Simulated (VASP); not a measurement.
Crystal: HfC.

```xyz
2
Lattice="0.0000 2.3250 2.3250 2.3250 0.0000 2.3250 2.3250 2.3250 0.0000" Properties=species:S:1:pos:R:3 pbc="T T T"
Hf    2.3250    2.3250    2.3250
C     0.0000    0.0000    0.0000
```

Base run:

| Item | Value |
| --- | --- |
| Program | VASP 6.6.1 |
| Functional | r2SCAN |
| Dispersion | D3(BJ) |
| Potentials or basis | VASP PAW PBE potentials, release 64 (Hf_pv, C) |
| Cutoff | 520 eV |
| k mesh | 10 × 10 × 10 |
| Occupations | gaussian, width 0.1 eV |
| Spin | no spin polarisation |

Its results: band gap on the k mesh zero (bands 7 and 8 overlap by 1.47 eV); pressure -4.6 GPa.

Question: The run is repeated on the same cell with these changes: functional from r2SCAN to revPBE; cutoff from 520 eV to 600 eV. What comes out?

Answer: Band gap on the k mesh zero (bands 7 and 8 overlap by 1.41 eV); pressure -6.6 GPa.

Caveats: the cell stands under tension; the PAW data sets were made with another functional, which shifts forces and pressure a little; spin-orbit coupling is left out, which moves the levels of the heavy elements; three body term missing (at least some runs).
